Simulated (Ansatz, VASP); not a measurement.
**TiO2 in VASP and in Ansatz**

```
Ti O
1.0
     5.14500    0.00000    0.00000
     0.00000    9.18500    0.00000
     0.00000    0.00000    5.44700
Ti O
8 16
Cartesian
  0.7130 1.1848 4.9328
  3.2855 3.4077 0.5142
  4.4320 5.7773 3.2377
  1.8595 8.0002 2.2093
  4.4320 8.0002 0.5142
  1.8595 5.7773 4.9328
  0.7130 3.4077 2.2093
  3.2855 1.1848 3.2377
  2.3904 2.1115 4.8547
  4.9629 2.4810 0.5923
  2.7546 6.7040 3.3158
  0.1821 7.0735 2.1312
  2.7546 7.0735 0.5923
  0.1821 6.7040 4.8547
  2.3904 2.4810 2.1312
  4.9629 2.1115 3.3158
  4.1986 0.0897 4.6334
  1.6261 4.5028 0.8136
  0.9464 4.6822 3.5371
  3.5189 9.0953 1.9099
  0.9464 9.0953 0.8136
  3.5189 4.6822 4.6334
  4.1986 4.5028 1.9099
  1.6261 0.0897 3.5371
```

Alike in both runs: functional PBE; k mesh 5 × 3 × 4; occupations fermi-dirac, width 0.02 eV; no spin polarisation.

Ansatz relaxed the structure, and its values are those at the end. VASP's run is a single point on that final structure, the one shown.

|  | VASP | Ansatz |
| --- | --- | --- |
| version | VASP 6.6.1 | Ansatz 0.2.0 |
| potentials or method | VASP PAW PBE potentials, release 64 (Ti_sv, O) | plane-wave PAW, scalar-relativistic |
| plane-wave cutoff (eV) | 520 | 420 |
| valence electrons in the cell | 192 | 192 |

Ansatz gave:

```
gap on the k mesh at the Fermi level (eV) : 2.38
pressure (GPa)                            : 4.8
rms of the force components (eV/Å)        : 0.009
```

Q: What did VASP give for the same quantities?

A: gap on the k mesh at the Fermi level (eV): 2.36; pressure (GPa): 5.4; rms of the force components (eV/Å): 0.026.

Ansatz's warnings: stress scf threshold loose.
